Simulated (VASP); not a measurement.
# Zn2N (P4/mmm) in VASP: a series of runs, part 2 of 2

VASP 6.6.1. Earlier steps stand in the parts before.

## Step 5: Single point, PBE, collinear spin, ferromagnetic start

Input file INCAR:

```
ALGO = Normal ; EDIFF = 1E-6
ENCUT = 520 ; GGA = PE
ISIF = 2 ; ISMEAR = 0
ISPIN = 2 ; LASPH = True
LCHARG = False ; LORBIT = 11
LREAL = False ; LWAVE = False
MAGMOM = 0 0 1 ; NBANDS = 26
NELM = 150 ; PREC = Accurate
SIGMA = 0.1
```

Input file KPOINTS:

```
k-points
0
Gamma
  6 6 4
```

Input file POSCAR:

```
Zn2N
1.0
    3.1232866475      0.0000000000      0.0000000000
    0.0000000000      3.1232866475      0.0000000000
    0.0000000000      0.0000000000      3.9543701449
Zn N
2 1
Direct
    0.0000000000      0.0000000000      0.0000000000
    0.5000000000      0.5000000000      0.5000000000
    0.5000000000      0.5000000000      0.0000000000
```

Potentials or basis: VASP PAW PBE potentials, release 64 (Zn, N).

Command:

```console
> cat potpaw_PBE.64/Zn/POTCAR potpaw_PBE.64/N/POTCAR > POTCAR
> mpirun -np 1 vasp_std > vasp.out
```

OUTCAR:

```text
EDIFF = 1E-6
   ENCUT = 520
   GGA = PE
   ISIF = 2
   ISMEAR = 0
   ISPIN = 2
   LASPH = True
   LORBIT = 11
   LREAL = False
   NELM = 150
   PREC = Accurate

 ion  position               nearest neighbor table
   1  0.000  0.000  0.000-   3 2.21   3 2.21   3 2.21   3 2.21   2 2.96   2 2.96   2 2.96   2 2.96
                             2 2.96   2 2.96   2 2.96   2 2.96
   2  0.500  0.500  0.500-   3 1.98   3 1.98   1 2.96   1 2.96   1 2.96   1 2.96   1 2.96   1 2.96
                             1 2.96   1 2.96
   3  0.500  0.500  0.000-   2 1.98   2 1.98   1 2.21   1 2.21   1 2.21   1 2.21

  LATTYP: Found a simple tetragonal cell.
 ALAT       =     3.1232866475
 C/A-ratio  =     1.2660926105

  Lattice vectors:

 A1 = (   3.1232866475,   0.0000000000,   0.0000000000)
 A2 = (   0.0000000000,   3.1232866475,   0.0000000000)
 A3 = (   0.0000000000,   0.0000000000,   3.9543701449)

Analysis of symmetry for initial positions (statically):
[... 1594 lines left out ...]
     25      20.3754      0.00000
     26      21.1743      0.00000

 [... further k-points ...]

------------------------ aborting loop because EDIFF is reached ----------------------------------------

  FORCE on cell =-STRESS in cart. coord.  units (eV):
  Direction    XX          YY          ZZ          XY          YZ          ZX
  --------------------------------------------------------------------------------------
  -------------------------------------------------------------------------------------
  Total        0.0782402      0.0782402      0.2846720      0.0000000      0.0000000      0.0000000
  in kB        3.2496729      3.2496729     11.8237248      0.0000000      0.0000000      0.0000000
  external PRESSURE =       6.1076902 kB  Pullay stress =       0.0000000 kB

 VOLUME and BASIS-vectors are now :
 -----------------------------------------------------------------------------
  energy-cutoff  :      520.00
  volume of cell :       38.57
      direct lattice vectors                 reciprocal lattice vectors
     3.123286648  0.000000000  0.000000000     0.320175544  0.000000000  0.000000000
     0.000000000  3.123286648  0.000000000     0.000000000  0.320175544  0.000000000
     0.000000000  0.000000000  3.954370145     0.000000000  0.000000000  0.252884774

 POSITION                                       TOTAL-FORCE (eV/Angst)
 -----------------------------------------------------------------------------------
      0.00000      0.00000      0.00000         0.000000      0.000000      0.000000
      1.56164      1.56164      1.97719         0.000000      0.000000      0.000000
      1.56164      1.56164      0.00000         0.000000      0.000000      0.000000
 -----------------------------------------------------------------------------------
    total drift:                                0.000000     -0.000000     -0.000000

  FREE ENERGIE OF THE ION-ELECTRON SYSTEM (eV)
  ---------------------------------------------------
  free  energy   TOTEN  =        -9.2229827775 eV

  energy  without entropy=       -9.2171188550  energy(sigma->0) =       -9.22005082

 total charge

# of ion       s       p       d       tot
------------------------------------------
    1        0.472   0.392   9.821  10.686
    2        0.578   0.446   9.779  10.802
    3        1.279   2.343   0.000   3.622
--------------------------------------------------
tot          2.329   3.181  19.600  25.110

 magnetization (x)

# of ion       s       p       d       tot
------------------------------------------
    1       -0.000   0.000   0.000   0.000
    2       -0.000   0.000   0.000   0.000
    3       -0.000   0.000   0.000   0.000
--------------------------------------------------
tot         -0.000   0.000   0.000   0.000
```

It took 78 s on 1 thread of Intel Xeon 8259CL, shared host; peak memory 0.18 GiB.

What came out:

```yaml
Free_energy: -9.2230 eV
Pressure: 0.6 GPa
Net_moment: 0.00 μB per cell
Valence_electrons_inside_the_program's_atomic_spheres: Zn 10.69, 10.80; N 3.62
```

Caveat: the k points lie up to 0.40 Å⁻¹ apart.

## Step 6: Single point, PBE, collinear spin, ferromagnetic start

This run uses another cell than the first one, of 14.31 Å³/atom.

Input file INCAR:

```
SYSTEM = Zn2N
PREC = Accurate ; ENCUT = 520
EDIFF = 1E-6 ; ISMEAR = 0
SIGMA = 0.1 ; LREAL = .False.
LASPH = .True. ; NELM = 150
ALGO = Normal ; ISIF = 2
LWAVE = .False. ; LCHARG = .False.
ISPIN = 2 ; MAGMOM = 0 0 1
LORBIT = 11 ; GGA = PE
NBANDS = 26
```

Input file KPOINTS:

```
Automatic mesh
0
Gamma
  6 6 4
  0 0 0
```

Input file POSCAR:

```
Zn2N
1.0
    2.5977936800      0.0000000000      0.0000000000
    0.0000000000      2.5977936800      0.0000000000
    0.0000000000      0.0000000000      6.3595124600
Zn N
2 1
Direct
    0.0000000000      0.0000000000      0.0000000000
    0.5000000000      0.5000000000      0.5000000000
    0.5000000000      0.5000000000      0.0000000000
```

Potentials or basis: VASP PAW PBE potentials, release 64 (Zn, N).

Command:

```console
> cat potpaw_PBE.64/Zn/POTCAR potpaw_PBE.64/N/POTCAR > POTCAR
> mpirun -np 1 vasp_std > vasp.out
```

Run time: 2 min. Hardware: 1 thread of Intel Xeon 8259CL, shared host; peak memory 0.19 GiB.

It converged, with:

| Item | Value |
| --- | --- |
| Free energy | -7.6628 eV |
| Pressure | 23.8 GPa |
| Net moment | -0.19 μB per cell |
| Site moments | Zn -0.07, +0.00; N -0.11 μB |
| Valence electrons inside the program's atomic spheres | Zn 11.33, 10.67; N 3.79 |

Stress tensor (GPa, compression positive):
```
38.08  0.00  0.00
 0.00 38.08  0.00
 0.00  0.00 -4.71
```

Levels at points of the mesh, in eV from the Fermi level:
Spin up:
```tsv
k point	band 10	band 11	band 12	band 13	band 14	band 15	band 16	band 17	band 18	band 19
(0.00, 0.00, 0.00)	-6.54	-6.34	-5.60	-5.00	-1.10	-1.10	1.96	5.43	11.18	11.88
(0.50, 0.00, 0.00)	-6.54	-6.50	-4.74	-0.80	-0.65	-0.55	2.76	3.51	5.88	10.18
(0.50, 0.50, 0.00)	-6.06	-5.77	-5.77	-3.83	-0.68	3.58	3.58	4.31	5.64	8.53
(0.00, 0.00, 0.50)	-6.54	-6.54	-6.34	-3.22	-1.10	-1.10	0.08	7.87	8.11	14.70
(0.50, 0.00, 0.50)	-6.52	-6.50	-4.67	-1.43	-1.12	0.66	2.76	4.52	5.44	7.07
(0.50, 0.50, 0.50)	-6.06	-5.75	-5.75	-3.84	-0.68	3.49	3.49	4.44	6.03	7.01
```
Spin down:
| k point | band 13 | band 14 | band 15 | band 16 | band 17 | band 18 |
| --- | --- | --- | --- | --- | --- | --- |
| (0.00, 0.00, 0.00) | -5.06 | -1.35 | -1.35 | 1.92 | 5.36 | 11.14 |
| (0.50, 0.00, 0.00) | -0.89 | -0.66 | -0.54 | 2.50 | 3.50 | 5.86 |
| (0.50, 0.50, 0.00) | -4.01 | -0.80 | 3.58 | 3.58 | 4.28 | 5.64 |
| (0.00, 0.00, 0.50) | -3.29 | -1.35 | -1.35 | 0.07 | 7.79 | 8.06 |
| (0.50, 0.00, 0.50) | -1.47 | -1.12 | 0.60 | 2.50 | 4.51 | 5.42 |
| (0.50, 0.50, 0.50) | -4.01 | -0.79 | 3.49 | 3.49 | 4.41 | 6.03 |

Caveat: the k points lie up to 0.40 Å⁻¹ apart.

## Step 7: Overview

| task | spin | cell | cutoff (eV) | gap on the mesh (eV) | pressure (GPa) | moment (μB) |
| --- | --- | --- | --- | --- | --- | --- |
| single point | off | a = 3.123, b = 3.123, c = 3.954 Å, 3 atoms | 520 | none | 0.7 | - |
| single point | off | a = 2.598, b = 2.598, c = 6.360 Å, 3 atoms | 520 | none | 23.9 | - |
| relaxation of cell and atoms | off | relaxed from a = 2.598, b = 2.598, c = 6.360 Å, 3 atoms | 600 | none | -0.1 | - |
| single point | collinear, ferromagnetic start | a = 3.123, b = 3.123, c = 3.954 Å, 3 atoms | 520 | none | 0.6 | 0.00 |
| single point | collinear, ferromagnetic start | a = 2.598, b = 2.598, c = 6.360 Å, 3 atoms | 520 | none | 23.8 | 0.19 |

Alike in all rows: level PBE; potentials or basis VASP PAW PBE potentials, release 64 (Zn, N); k mesh 6 × 6 × 4; smearing gaussian 0.1 eV.

Caveats: all runs use coarse meshes; a cell axis changed by over 15 % at a fixed basis, so the end point is rough (at least some runs).

Total energies depend on the potentials used, so only differences within one code and one set of settings carry meaning.
